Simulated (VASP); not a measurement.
# CaF2 (Fm-3m) in VASP: a series of runs

CaF2 is run at these levels: PBE; tasks: single point.

Program: VASP 6.6.1. These are calculated values, not measurements. Logs are shortened: lines on timing, memory, paths and dates and some standing lists are left out, and cuts for length are marked.

## 1. The cell of the first run

The structure is cubic, space group Fm-3m (No. 225). The conventional cell has a = 5.528 Å, b = 5.528 Å, c = 5.528 Å, α = 90.00°, β = 90.00°, γ = 90.00°. Ca (site symmetry m-3m) has 8 F at 2.39 Å within 3.2 Å. F (site symmetry -43m) has 4 Ca at 2.39 Å and 6 F at 2.76 Å within 3.2 Å.

## 2. Single point, PBE (volume changed by +5%)

INCAR reads:

```
ALGO = Normal
EDIFF = 1E-6
ENCUT = 600
GGA = PE
GGA_COMPAT = F
ISIF = 2
ISMEAR = 0
LASPH = T
LCHARG = F
LREAL = F
LWAVE = F
NBANDS = 19
NELM = 120
PREC = Accurate
SIGMA = 0.01
```

KPOINTS reads:

```
k-points
0
Gamma
  4 4 4
```

POSCAR reads:

```
CaF2
1.0
    0.0000000000      2.7641843906      2.7641843906
    2.7641843906      0.0000000000      2.7641843906
    2.7641843906      2.7641843906      0.0000000000
Ca F
1 2
Direct
    0.0000000000      0.0000000000      0.0000000000
    0.2500000000      0.2500000000      0.2500000000
    0.7500000000      0.7500000000      0.7500000000
```

Potentials or basis: VASP PAW PBE potentials, release 64 (Ca_sv, F).

Launch:

```
$ cat potpaw_PBE.64/Ca_sv/POTCAR potpaw_PBE.64/F/POTCAR > POTCAR
$ mpirun -np 1 vasp_std > vasp.out
```

OUTCAR:

```text
EDIFF = 1E-6
   ENCUT = 600
   GGA = PE
   ISIF = 2
   ISMEAR = 0
   LASPH = T
   LREAL = F
   NELM = 120
   PREC = Accurate

 ion  position               nearest neighbor table
   1  0.000  0.000  0.000-   3 2.39   3 2.39   3 2.39   2 2.39   3 2.39   2 2.39   2 2.39   2 2.39

   2  0.250  0.250  0.250-   1 2.39   1 2.39   1 2.39   1 2.39
   3  0.750  0.750  0.750-   1 2.39   1 2.39   1 2.39   1 2.39

  LATTYP: Found a face centered cubic cell.
 ALAT       =     5.5283687812

  Lattice vectors:

 A1 = (   0.0000000000,   2.7641843906,   2.7641843906)
 A2 = (   2.7641843906,   0.0000000000,   2.7641843906)
 A3 = (   2.7641843906,   2.7641843906,   0.0000000000)

Analysis of symmetry for initial positions (statically):
=====================================================================
 Subroutine PRICEL returns:
 Original cell was already a primitive cell.

 Routine SETGRP: Setting up the symmetry group for a
 face centered cubic supercell.

 Subroutine GETGRP returns: Found 48 space group operations
 (whereof 48 operations were pure point group operations)
 out of a pool of 48 trial point group operations.

The static configuration has the point symmetry O_h .

Analysis of symmetry for dynamics (positions and initial velocities):
=====================================================================
 Subroutine PRICEL returns:
 Original cell was already a primitive cell.

 Routine SETGRP: Setting up the symmetry group for a
 face centered cubic supercell.

 Subroutine GETGRP returns: Found 48 space group operations
 (whereof 48 operations were pure point group operations)
 out of a pool of 48 trial point group operations.

The dynamic configuration has the point symmetry O_h .

 Subroutine INISYM returns: Found 48 space group operations
 (whereof 48 operations are pure point group operations),
 and found     1 'primitive' translations

----------------------------------------------------------------------------------------

                                     Primitive cell

  volume of cell :      42.2407

  direct lattice vectors                    reciprocal lattice vectors
     0.000000000  2.764184391  2.764184391    -0.180885183  0.180885183  0.180885183
     2.764184391  0.000000000  2.764184391     0.180885183 -0.180885183  0.180885183
     2.764184391  2.764184391  0.000000000     0.180885183  0.180885183 -0.180885183

  length of vectors
     3.909147054  3.909147054  3.909147054     0.313302328  0.313302328  0.313302328

  position of ions in fractional coordinates (direct lattice)
     0.000000000  0.000000000  0.000000000
     0.250000000  0.250000000  0.250000000
     0.750000000  0.750000000  0.750000000

  ion indices of the primitive-cell ions
   primitive index   ion index
                 1           1
                 2           2
                 3           3

----------------------------------------------------------------------------------------

 KPOINTS: k-points

Automatic generation of k-mesh.
 Grid dimensions read from file:
 generate k-points for:    4    4    4

 Generating k-lattice:

  Cartesian coordinates                     Fractional coordinates (reciprocal lattice)
    -0.045221296  0.045221296  0.045221296     0.250000000  0.000000000  0.000000000
     0.045221296 -0.045221296  0.045221296     0.000000000  0.250000000  0.000000000
     0.045221296  0.045221296 -0.045221296     0.000000000  0.000000000  0.250000000

  Length of vectors
     0.078325582  0.078325582  0.078325582

  Shift w.r.t. Gamma in fractional coordinates (k-lattice)
     0.000000000  0.000000000  0.000000000

 Subroutine IBZKPT returns following result:
 ===========================================

 Found      8 irreducible k-points:

 Following reciprocal coordinates:
            Coordinates               Weight
  0.000000  0.000000  0.000000      1.000000
  0.250000  0.000000  0.000000      8.000000
  0.500000  0.000000  0.000000      4.000000
  0.250000  0.250000  0.000000      6.000000
  0.500000  0.250000  0.000000     24.000000
 -0.250000  0.250000  0.000000     12.000000
  0.500000  0.500000  0.000000      3.000000
 -0.250000  0.500000  0.250000      6.000000
   k-points           NKPTS =      8   k-points in BZ     NKDIM =      8   number of bands    NBANDS=     19
   number of dos      NEDOS =    301   number of ions     NIONS =      3
   total plane-waves  NPLWV =  32768
   dimension x,y,z NGX =    32 NGY =   32 NGZ =   32
   dimension x,y,z NGXF=    64 NGYF=   64 NGZF=   64
   ions per type =               1   2
   NGX,Y,Z   is equivalent  to a cutoff of  13.61, 13.61, 13.61 a.u.
   NGXF,Y,Z  is equivalent  to a cutoff of  27.22, 27.22, 27.22 a.u.
 SYSTEM =  unknown system
   PREC   = accura    normal or accurate (medium, high low for compatibility)
   ISTART =      0    job   : 0-new  1-cont  2-samecut
   ICHARG =      2    charge: 1-file 2-atom 10-const
   ISPIN  =      1    spin polarized calculation?
   LNONCOLLINEAR =      F non collinear calculations
   LSORBIT =      F    spin-orbit coupling
   LASPH  =      T    aspherical Exc in radial PAW
   ENCUT  =  600.0 eV  44.10 Ry    6.64 a.u.   7.81  7.81  7.81*2*pi/ulx,y,z
   NELM   =    120;   NELMIN=  2; NELMDL= -5     # of ELM steps
   EDIFF  = 0.1E-05   stopping-criterion for ELM
   LREAL  =      F    real-space projection
   EDIFFG = 0.1E-04   stopping-criterion for IOM
   NSW    =      0    number of steps for IOM
   IBRION =     -1    ionic relax: 0-MD 1-quasi-New 2-CG
   NFREE  =      0    steps in history (QN), initial steepest desc. (CG)
   ISIF   =      2    stress and relaxation
   ISYM   =      2    0-nonsym 1-usesym 2-fastsym
   POTIM  = 0.5000    time-step for ionic-motion
   TEBEG  =    0.0;   TEEND  =   0.0 temperature during run
   PSTRESS=    0.0 pullay stress
   NELECT =      24.0000    total number of electrons
   NUPDOWN=      -1.0000    fix difference up-down
   EMIN   =  10.00;   EMAX   =-10.00  energy-range for DOS
   EFERMI =   0.00;   METHOD = LEGACY
   ISMEAR =     0;   SIGMA  =   0.01  broadening in eV -4-tet -1-fermi 0-gaus
   EFERMI_NEDOS =   21; number of points for ismear=-14 and -15
   IALGO  =     38    algorithm
   IMIX   =      4    mixing-type and parameters
     AMIX     =   0.40;   BMIX     =  1.00
     AMIX_MAG =   1.60;   BMIX_MAG =  1.00
  volume/ion in A,a.u.               =      14.08        95.02
  Fermi-wavevector in a.u.,A,eV,Ry     =   1.355923  2.562322 25.014667  1.838526
  Thomas-Fermi vector in A             =   2.482969
   LORBIT       =      0    0 simple, 1 ext, 2 COOP (PROOUT), +10 PAW based schemes
   GGA     = PE    functional components
   LHFCALC =     F    Hartree Fock is set to
   AEXX    =    0.0000 exact exchange contribution
   IVDW    =     0    specifies the selected vdW correction
   LEPSILON=     F    determine dielectric tensor
   LRPA    =     F    only Hartree local field effects (RPA)
 non-spin polarized calculation
 Gauss-broadening in eV      SIGMA  =   0.01
  energy-cutoff  :      600.00
  volume of cell :       42.24
 maximum number of plane-waves:      1424
   NGX = 15   NGY = 15   NGZ = 15

 number of electron      24.0000008 magnetization

 Free energy of the ion-electron system (eV)
  ---------------------------------------------------
  ext. energy  EPLUGINS =         0.00000000
  ---------------------------------------------------
  free energy    TOTEN  =       -17.34493749 eV

  energy without entropy =      -17.34493749  energy(sigma->0) =      -17.34493749

 E-fermi :  -1.0062     XC(G=0):  -9.4528

 val. band max:       -1.1604467336   @ k =   0.5000   0.5000   0.0000
 cond. band min:       5.9076186674   @ k =   0.0000   0.0000   0.0000
 fundamental gap:      7.0680654011
 Fermi energy:        -1.0061984335

 k-point     1 :       0.0000    0.0000    0.0000
  band No.  band energies     occupation
      1     -37.3615      2.00000
      2     -21.0077      2.00000
      3     -20.2906      2.00000
      4     -18.3001      2.00000
      5     -18.3001      2.00000
      6     -18.3001      2.00000
[... 11 lines left out ...]
     18       9.7831      0.00000
     19      15.4869      0.00000

 k-point     2 :       0.2500    0.0000    0.0000
  band No.  band energies     occupation
      1     -37.3479      2.00000
      2     -21.1064      2.00000
      3     -20.4432      2.00000
      4     -18.3179      2.00000
      5     -18.3179      2.00000
      6     -18.0735      2.00000
[... 11 lines left out ...]
     18       9.6603      0.00000
     19      13.4752      0.00000

 k-point     3 :       0.5000    0.0000    0.0000
  band No.  band energies     occupation
      1     -37.3342      2.00000
      2     -21.1209      2.00000
      3     -20.6809      2.00000
      4     -18.3356      2.00000
      5     -18.3356      2.00000
      6     -17.8379      2.00000
[... 11 lines left out ...]
     18       9.5371      0.00000
     19      12.1376      0.00000

 k-point     4 :       0.2500    0.2500    0.0000
  band No.  band energies     occupation
      1     -37.3434      2.00000
      2     -21.1747      2.00000
      3     -20.4311      2.00000
      4     -18.3444      2.00000
      5     -18.3444      2.00000
      6     -17.9821      2.00000
[... 11 lines left out ...]
     18       9.6025      0.00000
     19      14.8475      0.00000

 k-point     5 :       0.5000    0.2500    0.0000
  band No.  band energies     occupation
      1     -37.3298      2.00000
      2     -21.1480      2.00000
      3     -20.7331      2.00000
      4     -18.3622      2.00000
      5     -18.2152      2.00000
      6     -17.8667      2.00000
[... 11 lines left out ...]
     18      10.9085      0.00000
     19      13.1022      0.00000

 k-point     6 :      -0.2500    0.2500    0.0000
  band No.  band energies     occupation
      1     -37.3343      2.00000
      2     -21.0869      2.00000
      3     -20.7352      2.00000
      4     -18.3359      2.00000
      5     -18.1396      2.00000
      6     -18.0125      2.00000
[... 11 lines left out ...]
     18      10.4023      0.00000
     19      13.4749      0.00000

 k-point     7 :       0.5000    0.5000    0.0000
  band No.  band energies     occupation
      1     -37.3253      2.00000
      2     -21.3148      2.00000
      3     -20.5659      2.00000
      4     -18.3885      2.00000
      5     -18.3885      2.00000
      6     -17.6812      2.00000
[... 11 lines left out ...]
     18      11.7665      0.00000
     19      13.2776      0.00000

 k-point     8 :      -0.2500    0.5000    0.2500
  band No.  band energies     occupation
      1     -37.3252      2.00000
      2     -20.9890      2.00000
      3     -20.9890      2.00000
      4     -18.3904      2.00000
      5     -17.9851      2.00000
      6     -17.9851      2.00000
[... 11 lines left out ...]
     18      12.9927      0.00000
     19      14.0056      0.00000

------------------------ aborting loop because EDIFF is reached ----------------------------------------

  FORCE on cell =-STRESS in cart. coord.  units (eV):
  Direction    XX          YY          ZZ          XY          YZ          ZX
  --------------------------------------------------------------------------------------
  -------------------------------------------------------------------------------------
  Total       -0.1476078     -0.1476078     -0.1476078     -0.0000000     -0.0000000      0.0000000
  in kB       -5.5987202     -5.5987202     -5.5987202     -0.0000000     -0.0000000      0.0000000
  external PRESSURE =      -5.5987202 kB  Pullay stress =       0.0000000 kB

 VOLUME and BASIS-vectors are now :
 -----------------------------------------------------------------------------
  energy-cutoff  :      600.00
  volume of cell :       42.24
      direct lattice vectors                 reciprocal lattice vectors
     0.000000000  2.764184391  2.764184391    -0.180885183  0.180885183  0.180885183
     2.764184391  0.000000000  2.764184391     0.180885183 -0.180885183  0.180885183
     2.764184391  2.764184391  0.000000000     0.180885183  0.180885183 -0.180885183

 POSITION                                       TOTAL-FORCE (eV/Angst)
 -----------------------------------------------------------------------------------
      0.00000      0.00000      0.00000         0.000000     -0.000000     -0.000000
      1.38209      1.38209      1.38209        -0.000000     -0.000000     -0.000000
      4.14628      4.14628      4.14628         0.000000      0.000000      0.000000
 -----------------------------------------------------------------------------------
    total drift:                                0.000000     -0.000000      0.000000

  FREE ENERGIE OF THE ION-ELECTRON SYSTEM (eV)
  ---------------------------------------------------
  free  energy   TOTEN  =       -17.3449374864 eV

  energy  without entropy=      -17.3449374864  energy(sigma->0) =      -17.34493749
```

It took 23 s on 1 thread of AMD EPYC 7R13, shared host; peak memory 0.14 GiB.

What came out:

```yaml
Free_energy: -17.3449 eV
Pressure: -0.6 GPa
Band_gap_on_the_k_mesh: 7.07 eV, indirect (least direct gap 7.32 eV)
```

Caveat: the k points lie up to 0.49 Å⁻¹ apart.

## 3. Single point, PBE (volume changed by +10%)

INCAR reads:

```
PREC     = Accurate       # precision mode
ENCUT    = 600            # plane-wave cutoff, eV
EDIFF    = 1E-6           # SCF threshold, eV
ISMEAR   = 0              # smearing method
SIGMA    = 0.01           # smearing width, eV
LREAL    = False          # projectors in reciprocal space
LASPH    = True           # aspherical terms in the spheres
NELM     = 120            # most SCF steps
ALGO     = Normal         # electronic algorithm
ISIF     = 2              # what is computed and relaxed
LWAVE    = False          # write WAVECAR
LCHARG   = False          # write CHGCAR
GGA      = PE             # functional
NBANDS   = 19             # bands
GGA_COMPAT= False
```

KPOINTS reads:

```
Automatic mesh
0
Gamma
  4 4 4
```

POSCAR reads:

```
CaF2
1.0
    0.0000000000      2.8073817490      2.8073817490
    2.8073817490      0.0000000000      2.8073817490
    2.8073817490      2.8073817490      0.0000000000
Ca F
1 2
Direct
    0.0000000000      0.0000000000      0.0000000000
    0.2500000000      0.2500000000      0.2500000000
    0.7500000000      0.7500000000      0.7500000000
```

Potentials or basis: VASP PAW PBE potentials, release 64 (Ca_sv, F).

Launch:

```
$ cat potpaw_PBE.64/Ca_sv/POTCAR potpaw_PBE.64/F/POTCAR > POTCAR
$ mpirun -np 1 vasp_std > vasp.out
```

Run time: 24 s. Hardware: 1 thread of AMD EPYC 7R13, shared host; peak memory 0.14 GiB.

The run converged. Its results:

| Item | Value |
| --- | --- |
| Free energy | -17.3213 eV |
| Pressure | -3.8 GPa |
| Band gap on the k mesh | 6.80 eV, indirect (least direct gap 7.05 eV) |

Levels at points of the mesh, in eV from the valence-band top:
```
           k point  band 9  band 10  band 11  band 12  band 13  band 14  band 15  band 16
(0.00, 0.00, 0.00)   -1.86    -0.24    -0.24    -0.24     6.80     8.83     8.83    10.59
(0.50, 0.00, 0.00)   -1.19    -1.14    -0.78    -0.78     9.01     9.01     9.22    10.31
(0.50, 0.50, 0.00)   -1.53    -0.32    -0.32     0.00     7.88     9.05     9.63    10.31
```

Caveat: the k points lie up to 0.48 Å⁻¹ apart.
